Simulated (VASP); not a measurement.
# Cu (P6_3/mmc) in VASP: notebook

Cu is run at these levels: PBE0; tasks: single point.

Everything below comes from runs of VASP 6.6.1. Logs are shortened: lines on timing, memory, paths and dates and some standing lists are left out, and cuts for length are marked.

**1. The cell of the first run**

The structure is hexagonal, space group P6_3/mmc (No. 194). The conventional cell has a = 2.517 Å, b = 2.517 Å, c = 4.085 Å, α = 90.00°, β = 90.00°, γ = 120.00°. Cu (site symmetry -6m2) has 12 Cu at 2.51 to 2.52 Å within 3.3 Å.

This isn't the form of Cu at room conditions, which is fcc.

**2. Single point, PBE0**

Contents of POSCAR:

```
Cu
1.0
    2.5170887971      0.0000000000      0.0000000000
   -1.2585443986      2.1798628419      0.0000000000
    0.0000000000      0.0000000000      4.0849690207
Cu
2
Direct
    0.6666666667      0.3333333333      0.7500000000
    0.3333333333      0.6666666667      0.2500000000
```

Contents of INCAR.step1:

```
ALGO     = Normal         # electronic algorithm
EDIFF    = 1E-5           # SCF threshold, eV
ENCUT    = 520            # plane-wave cutoff, eV
GGA      = PE             # functional
ISIF     = 2              # what is computed and relaxed
ISMEAR   = -1             # smearing method
LASPH    = True           # aspherical terms in the spheres
LREAL    = False          # projectors in reciprocal space
LWAVE    = True           # write WAVECAR
NBANDS   = 18             # bands
NELM     = 80             # most SCF steps
PREC     = Accurate       # precision mode
SIGMA    = 0.05           # smearing width, eV
```

Contents of INCAR.step2:

```
AEXX     = 0.25           # exact-exchange fraction
ALGO     = Normal         # electronic algorithm
EDIFF    = 1E-7           # SCF threshold, eV
ENCUT    = 520            # plane-wave cutoff, eV
GGA      = PE             # functional
ISIF     = 2              # what is computed and relaxed
ISMEAR   = -1             # smearing method
ISTART   = 1            
LASPH    = True           # aspherical terms in the spheres
LCHARG   = True           # write CHGCAR
LELF     = True           # ELF
LHFCALC  = True           # exact exchange
LREAL    = False          # projectors in reciprocal space
LVHAR    = True         
LWAVE    = False          # write WAVECAR
NBANDS   = 18             # bands
NELM     = 80             # most SCF steps
PREC     = Accurate       # precision mode
PRECFOCK = Normal       
SIGMA    = 0.05           # smearing width, eV
```

Contents of KPOINTS:

```
k-points
0
Gamma
  8 8 4
```

Potentials or basis: VASP PAW PBE potentials, release 64 (Cu).

On the command line:

```console
$ cat potpaw_PBE.64/Cu/POTCAR > POTCAR
$ cp INCAR.step1 INCAR
$ mpirun -np 1 vasp_std > vasp.out
$ cp INCAR.step2 INCAR
$ mpirun -np 1 vasp_std > vasp.out
```

OUTCAR:

```text
AEXX = 0.25
   EDIFF = 1E-7
   ENCUT = 520
   GGA = PE
   ISIF = 2
   ISMEAR = -1
   ISTART = 1
   LASPH = True
   LHFCALC = True
   LREAL = False
   NELM = 80
   PREC = Accurate
   PRECFOCK = Normal

 ion  position               nearest neighbor table
   1  0.667  0.333  0.750-   2 2.51   2 2.51   2 2.51   2 2.51   2 2.51   2 2.51
   2  0.333  0.667  0.250-   1 2.51   1 2.51   1 2.51   1 2.51   1 2.51   1 2.51

  LATTYP: Found a hexagonal cell.
 ALAT       =     2.5170887971
 C/A-ratio  =     1.6228942838

  Lattice vectors:

 A1 = (   2.5170887971,   0.0000000000,   0.0000000000)
 A2 = (  -1.2585443986,   2.1798628419,   0.0000000000)
 A3 = (   0.0000000000,   0.0000000000,   4.0849690207)

Analysis of symmetry for initial positions (statically):
=====================================================================
 Subroutine PRICEL returns:
 Original cell was already a primitive cell.

 Routine SETGRP: Setting up the symmetry group for a
 hexagonal supercell.

 Subroutine GETGRP returns: Found 24 space group operations
 (whereof 12 operations were pure point group operations)
 out of a pool of 24 trial point group operations.

The static configuration has the point symmetry D_3d.
 The point group associated with its full space group is D_6h.

Analysis of symmetry for dynamics (positions and initial velocities):
=====================================================================
 Subroutine PRICEL returns:
 Original cell was already a primitive cell.

 Routine SETGRP: Setting up the symmetry group for a
 hexagonal supercell.

 Subroutine GETGRP returns: Found 24 space group operations
 (whereof 12 operations were pure point group operations)
 out of a pool of 24 trial point group operations.

The dynamic configuration has the point symmetry D_3d.
 The point group associated with its full space group is D_6h.

 Subroutine INISYM returns: Found 24 space group operations
 (whereof 12 operations are pure point group operations),
 and found     1 'primitive' translations

----------------------------------------------------------------------------------------

                                     Primitive cell

  volume of cell :      22.4139

  direct lattice vectors                    reciprocal lattice vectors
     2.517088797  0.000000000  0.000000000     0.397284355  0.229372229  0.000000000
    -1.258544399  2.179862842  0.000000000     0.000000000  0.458744459  0.000000000
[... 91 lines left out ...]
   ISIF   =      2    stress and relaxation
   ISYM   =      3    0-nonsym 1-usesym 2-fastsym
   POTIM  = 0.5000    time-step for ionic-motion
   TEBEG  =    0.0;   TEEND  =   0.0 temperature during run
   PSTRESS=    0.0 pullay stress
   NELECT =      22.0000    total number of electrons
   NUPDOWN=      -1.0000    fix difference up-down
   EMIN   =  10.00;   EMAX   =-10.00  energy-range for DOS
   EFERMI =   0.00;   METHOD = LEGACY
   ISMEAR =    -1;   SIGMA  =   0.05  broadening in eV -4-tet -1-fermi 0-gaus
   EFERMI_NEDOS =   21; number of points for ismear=-14 and -15
   IALGO  =     38    algorithm
   IMIX   =      1    mixing-type and parameters
     AMIX     =   0.40;   BMIX     =  1.00
     AMIX_MAG =   1.60;   BMIX_MAG =  1.00
  volume/ion in A,a.u.               =      11.21        75.63
  Fermi-wavevector in a.u.,A,eV,Ry     =   1.626960  3.074509 36.014610  2.646999
  Thomas-Fermi vector in A             =   2.719834
   LORBIT       =      0    0 simple, 1 ext, 2 COOP (PROOUT), +10 PAW based schemes
   GGA     = PE    functional components
   LHFCALC =     T    Hartree Fock is set to
   PRECFOCK=normal    Normal, Fast or Accurate (Low or Medium for compatibility)
   ENCUT4O =  -1.0   cutoff for four orbital integrals eV
   NKREDX  =     1    reduce k-point grid by
   NKREDY  =     1    reduce k-point grid by
   NKREDZ  =     1    reduce k-point grid by
   AEXX    =    0.2500 exact exchange contribution
   HFSCREEN=    0.0000 screening length (either q_TF or 0.3 A-1)
   HFSCREENC=   0.0000 screening length for correlation (either q_TF or 0.3 A-1)
   ENCUTFOCK=  -1.0 apply spherical cutoff to Coloumb kernel
   IVDW    =     0    specifies the selected vdW correction
   LEPSILON=     F    determine dielectric tensor
   LRPA    =     F    only Hartree local field effects (RPA)
 non-spin polarized calculation
  energy-cutoff  :      520.00
  volume of cell :       22.41
 maximum number of plane-waves:       615
 NGX is ok and might be reduce to    20
  NGX = 16; NGY = 16; NGZ = 24

 number of electron      21.9999967 magnetization

 Free energy of the ion-electron system (eV)
  ---------------------------------------------------
  ext. energy  EPLUGINS =         0.00000000
  ---------------------------------------------------
  free energy    TOTEN  =        -7.60972450 eV

  energy without entropy =       -7.60739484  energy(sigma->0) =       -7.60855967

 E-fermi :   7.6498     XC(G=0): -10.1475

 val. band max:        7.3277808645   @ k =   0.1250   0.1250   0.2500
 cond. band min:       7.7299331211   @ k =   0.2500   0.2500   0.2500
 fundamental gap:      0.4021522565
 Fermi energy:         7.6498277175

 k-point     1 :       0.0000    0.0000    0.0000
  band No.  band energies     occupation
      1      -3.2295      2.00000
      2       0.8307      2.00000
      3       2.9708      2.00000
      4       3.0077      2.00000
      5       3.0077      2.00000
      6       3.2480      2.00000
[... 481 lines left out ...]
      5       3.6629      2.00000
      6       3.6629      2.00000
[... 10 lines left out ...]
     17      27.1134      0.00000
     18      27.1134      0.00000

 [... further k-points ...]

------------------------ aborting loop because EDIFF is reached ----------------------------------------

  FORCE on cell =-STRESS in cart. coord.  units (eV):
  Direction    XX          YY          ZZ          XY          YZ          ZX
  --------------------------------------------------------------------------------------
  -------------------------------------------------------------------------------------
  Total        1.5701145      1.5701145      1.5727903     -0.0000000      0.0000000      0.0000000
  in kB      112.2342593    112.2342594    112.4255273     -0.0000000      0.0000000      0.0000000
  external PRESSURE =     112.2980153 kB  Pullay stress =       0.0000000 kB

 VOLUME and BASIS-vectors are now :
 -----------------------------------------------------------------------------
  energy-cutoff  :      520.00
  volume of cell :       22.41
      direct lattice vectors                 reciprocal lattice vectors
     2.517088797  0.000000000  0.000000000     0.397284355  0.229372229  0.000000000
    -1.258544399  2.179862842  0.000000000     0.000000000  0.458744459  0.000000000
     0.000000000  0.000000000  4.084969021     0.000000000  0.000000000  0.244799898

 POSITION                                       TOTAL-FORCE (eV/Angst)
 -----------------------------------------------------------------------------------
      1.25854      0.72662      3.06373         0.000000      0.000000      0.000000
     -0.00000      1.45324      1.02124        -0.000000     -0.000000     -0.000000
 -----------------------------------------------------------------------------------
    total drift:                                0.000000      0.000000      0.000000

  FREE ENERGIE OF THE ION-ELECTRON SYSTEM (eV)
  ---------------------------------------------------
  free  energy   TOTEN  =        -7.6097245031 eV

  energy  without entropy=       -7.6073948352  energy(sigma->0) =       -7.60855967
```

OSZICAR.step1:

```text
N       E                     dE             d eps       ncg     rms          rms(c)
DAV:   1     0.118414235012E+03    0.11841E+03   -0.10561E+04  1216   0.222E+03
DAV:   2    -0.305871374652E+01   -0.12147E+03   -0.11520E+03  1084   0.282E+02
DAV:   3    -0.915133398143E+01   -0.60926E+01   -0.58449E+01  1216   0.861E+01
DAV:   4    -0.921587549543E+01   -0.64542E-01   -0.64479E-01  1330   0.966E+00
DAV:   5    -0.921667230291E+01   -0.79681E-03   -0.79677E-03  1344   0.918E-01    0.110E+01
DAV:   6    -0.804180390501E+01    0.11749E+01   -0.10630E+01  1162   0.958E+01    0.522E+00
DAV:   7    -0.738496187848E+01    0.65684E+00   -0.20515E+00  1182   0.387E+01    0.873E-01
DAV:   8    -0.736024903795E+01    0.24713E-01   -0.13421E-02  1270   0.128E+00    0.428E-01
DAV:   9    -0.735687840613E+01    0.33706E-02   -0.44246E-03  1336   0.194E+00    0.208E-02
DAV:  10    -0.735691508784E+01   -0.36682E-04   -0.20023E-04  1172   0.139E-01    0.787E-03
DAV:  11    -0.735691631365E+01   -0.12258E-05   -0.26053E-06   708   0.249E-02
   1 F= -.73569163E+01 E0= -.73506304E+01  d E =-.125718E-01
```

It took 1.9 h on 1 thread of Oxide Virtual Turin-like, shared host; peak memory 0.12 GiB.

What came out:

```
Free energy            : -7.6097 eV
Pressure               : 11.2 GPa
Band gap on the k mesh : zero (bands 11 and 12 overlap by 7.80 eV)
```

Levels at points of the mesh, in eV from the Fermi level:
| k point | band 9 | band 10 | band 11 | band 12 | band 13 | band 14 |
| --- | --- | --- | --- | --- | --- | --- |
| (0.00, 0.00, 0.00) | -4.12 | -3.11 | -3.11 | -0.99 | 5.59 | 23.61 |
| (0.50, 0.00, 0.00) | -2.99 | -2.90 | 0.30 | 2.59 | 9.77 | 10.37 |
| (0.00, 0.00, 0.50) | -3.45 | -3.45 | -3.45 | -3.45 | 15.11 | 15.11 |
| (0.50, 0.00, 0.50) | -2.92 | -2.92 | 1.25 | 1.25 | 6.67 | 6.67 |

Caveat: the k points lie up to 0.38 Å⁻¹ apart, too coarse for converged energies and pressures of a metal; the PAW data sets were made with another functional, which shifts forces and pressure a little.

**3. Single point, PBE0**

This run uses another cell than the first one, of 10.75 Å³/atom.

Contents of POSCAR:

```
Cu
1.0
    2.4823658959      0.0000000000      0.0000000000
   -1.2411829479      2.1497919273      0.0000000000
    0.0000000000      0.0000000000      4.0286174227
Cu
2
Direct
    0.6666666667      0.3333333333      0.7500000000
    0.3333333333      0.6666666667      0.2500000000
```

Contents of INCAR.step1:

```
SYSTEM = Cu
  ALGO = Normal
  EDIFF = 1E-5
  ENCUT = 520
  GGA = PE
  ISIF = 2
  ISMEAR = -1
  LASPH = .True.
  LREAL = .False.
  LWAVE = .True.
  NBANDS = 18
  NELM = 80
  PREC = Accurate
  SIGMA = 0.05
```

Contents of INCAR.step2:

```
SYSTEM = Cu
  AEXX = 0.25
  ALGO = Normal
  EDIFF = 1E-6
  ENCUT = 520
  GGA = PE
  ISIF = 2
  ISMEAR = -1
  ISTART = 1
  LASPH = .True.
  LCHARG = .True.
  LELF = .True.
  LHFCALC = .True.
  LREAL = .False.
  LVHAR = .True.
  LWAVE = .False.
  NBANDS = 18
  NELM = 80
  PREC = Accurate
  PRECFOCK = Normal
  SIGMA = 0.05
```

Contents of KPOINTS:

```
k-points
0
Gamma
  8 8 4
  0 0 0
```

Potentials or basis: VASP PAW PBE potentials, release 64 (Cu).

On the command line:

```console
$ cat potpaw_PBE.64/Cu/POTCAR > POTCAR
$ cp INCAR.step1 INCAR
$ mpirun -np 1 vasp_std > vasp.out
$ cp INCAR.step2 INCAR
$ mpirun -np 1 vasp_std > vasp.out
```

OUTCAR:

```text
SYSTEM = Cu
   AEXX = 0.25
   EDIFF = 1E-6
   ENCUT = 520
   GGA = PE
   ISIF = 2
   ISMEAR = -1
   ISTART = 1
   LASPH = .True.
   LHFCALC = .True.
   LREAL = .False.
   NELM = 80
   PREC = Accurate
   PRECFOCK = Normal

 ion  position               nearest neighbor table
   1  0.667  0.333  0.750-   2 2.47   2 2.47   2 2.47   2 2.47   2 2.47   2 2.47
   2  0.333  0.667  0.250-   1 2.47   1 2.47   1 2.47   1 2.47   1 2.47   1 2.47

  LATTYP: Found a hexagonal cell.
 ALAT       =     2.4823658959
 C/A-ratio  =     1.6228942838

  Lattice vectors:

 A1 = (   2.4823658959,   0.0000000000,   0.0000000000)
 A2 = (  -1.2411829479,   2.1497919273,   0.0000000000)
 A3 = (   0.0000000000,   0.0000000000,   4.0286174227)

Analysis of symmetry for initial positions (statically):
=====================================================================
 Subroutine PRICEL returns:
 Original cell was already a primitive cell.

 Routine SETGRP: Setting up the symmetry group for a
 hexagonal supercell.

 Subroutine GETGRP returns: Found 24 space group operations
 (whereof 12 operations were pure point group operations)
 out of a pool of 24 trial point group operations.

The static configuration has the point symmetry D_3d.
 The point group associated with its full space group is D_6h.

Analysis of symmetry for dynamics (positions and initial velocities):
=====================================================================
 Subroutine PRICEL returns:
 Original cell was already a primitive cell.

 Routine SETGRP: Setting up the symmetry group for a
 hexagonal supercell.

 Subroutine GETGRP returns: Found 24 space group operations
 (whereof 12 operations were pure point group operations)
 out of a pool of 24 trial point group operations.

The dynamic configuration has the point symmetry D_3d.
 The point group associated with its full space group is D_6h.

[... 120 lines left out ...]
  Fermi-wavevector in a.u.,A,eV,Ry     =   1.649718  3.117514 37.029189  2.721569
  Thomas-Fermi vector in A             =   2.738790
   LORBIT       =      0    0 simple, 1 ext, 2 COOP (PROOUT), +10 PAW based schemes
   GGA     = PE    functional components
   LHFCALC =     T    Hartree Fock is set to
   PRECFOCK=normal    Normal, Fast or Accurate (Low or Medium for compatibility)
   ENCUT4O =  -1.0   cutoff for four orbital integrals eV
   NKREDX  =     1    reduce k-point grid by
   NKREDY  =     1    reduce k-point grid by
   NKREDZ  =     1    reduce k-point grid by
   AEXX    =    0.2500 exact exchange contribution
   HFSCREEN=    0.0000 screening length (either q_TF or 0.3 A-1)
   HFSCREENC=   0.0000 screening length for correlation (either q_TF or 0.3 A-1)
   ENCUTFOCK=  -1.0 apply spherical cutoff to Coloumb kernel
   IVDW    =     0    specifies the selected vdW correction
   LEPSILON=     F    determine dielectric tensor
   LRPA    =     F    only Hartree local field effects (RPA)
 non-spin polarized calculation
  energy-cutoff  :      520.00
  volume of cell :       21.50
 maximum number of plane-waves:       588
  NGX = 14; NGY = 14; NGZ = 24

 number of electron      21.9999987 magnetization

 Free energy of the ion-electron system (eV)
  ---------------------------------------------------
  ext. energy  EPLUGINS =         0.00000000
  ---------------------------------------------------
  free energy    TOTEN  =        -7.52174986 eV

  energy without entropy =       -7.51839083  energy(sigma->0) =       -7.52007035

 E-fermi :   8.1065     XC(G=0): -10.3415

 val. band max:        8.0716668699   @ k =   0.1250   0.1250   0.2500
 cond. band min:       8.3757203863   @ k =   0.2500   0.2500   0.2500
 fundamental gap:      0.3040535164
 Fermi energy:         8.1065214441

 k-point     1 :       0.0000    0.0000    0.0000
  band No.  band energies     occupation
      1      -3.0457      2.00000
      2       1.0817      2.00000
      3       3.3349      2.00000
      4       3.3808      2.00000
      5       3.3808      2.00000
      6       3.6373      2.00000
[... 481 lines left out ...]
      5       4.0776      2.00000
      6       4.0776      2.00000
[... 10 lines left out ...]
     17      28.1608      0.00000
     18      28.1608      0.00000

 [... further k-points ...]

------------------------ aborting loop because EDIFF is reached ----------------------------------------

  FORCE on cell =-STRESS in cart. coord.  units (eV):
  Direction    XX          YY          ZZ          XY          YZ          ZX
  --------------------------------------------------------------------------------------
  -------------------------------------------------------------------------------------
  Total        2.5896962      2.5896962      2.2993840      0.0000000     -0.0000000      0.0000000
  in kB      192.9928172    192.9928172    171.3577863      0.0000000     -0.0000000      0.0000000
  external PRESSURE =     185.7811402 kB  Pullay stress =       0.0000000 kB

 VOLUME and BASIS-vectors are now :
 -----------------------------------------------------------------------------
  energy-cutoff  :      520.00
  volume of cell :       21.50
      direct lattice vectors                 reciprocal lattice vectors
     2.482365896  0.000000000  0.000000000     0.402841500  0.232580648  0.000000000
    -1.241182948  2.149791927  0.000000000     0.000000000  0.465161296  0.000000000
     0.000000000  0.000000000  4.028617423     0.000000000  0.000000000  0.248224116

 POSITION                                       TOTAL-FORCE (eV/Angst)
 -----------------------------------------------------------------------------------
      1.24118      0.71660      3.02146         0.000000      0.000000      0.000000
     -0.00000      1.43319      1.00715        -0.000000     -0.000000     -0.000000
 -----------------------------------------------------------------------------------
    total drift:                               -0.000000     -0.000000      0.000000

  FREE ENERGIE OF THE ION-ELECTRON SYSTEM (eV)
  ---------------------------------------------------
  free  energy   TOTEN  =        -7.5217498627 eV

  energy  without entropy=       -7.5183908294  energy(sigma->0) =       -7.52007035
```

OUTCAR.step1:

```text
SYSTEM = Cu
   EDIFF = 1E-5
   ENCUT = 520
   GGA = PE
   ISIF = 2
   ISMEAR = -1
   LASPH = .True.
[... 727 lines left out ...]
      1.24118      0.71660      3.02146         0.000000     -0.000000      0.000000
     -0.00000      1.43319      1.00715        -0.000000      0.000000      0.000000
 -----------------------------------------------------------------------------------
    total drift:                               -0.000000      0.000000     -0.000000

  FREE ENERGIE OF THE ION-ELECTRON SYSTEM (eV)
  ---------------------------------------------------
  free  energy   TOTEN  =        -7.2651832607 eV

  energy  without entropy=       -7.2533647526  energy(sigma->0) =       -7.25927401
```

Wall time 2.2 h (1 thread of Oxide Virtual Turin-like, shared host); peak memory 0.11 GiB.

Results:

| Property | Result |
| --- | --- |
| Free energy | -7.5217 eV |
| Pressure | 18.6 GPa |
| Band gap on the k mesh | zero (bands 11 and 12 overlap by 7.97 eV) |

Stress tensor (GPa, compression positive):
```
19.30  0.00  0.00
 0.00 19.30  0.00
 0.00  0.00 17.14
```

Caveat: the k points lie up to 0.39 Å⁻¹ apart, too coarse for converged energies and pressures of a metal; the PAW data sets were made with another functional, which shifts forces and pressure a little.

The gap in the log of VASP goes by the Fermi energy; the results here count the filled bands.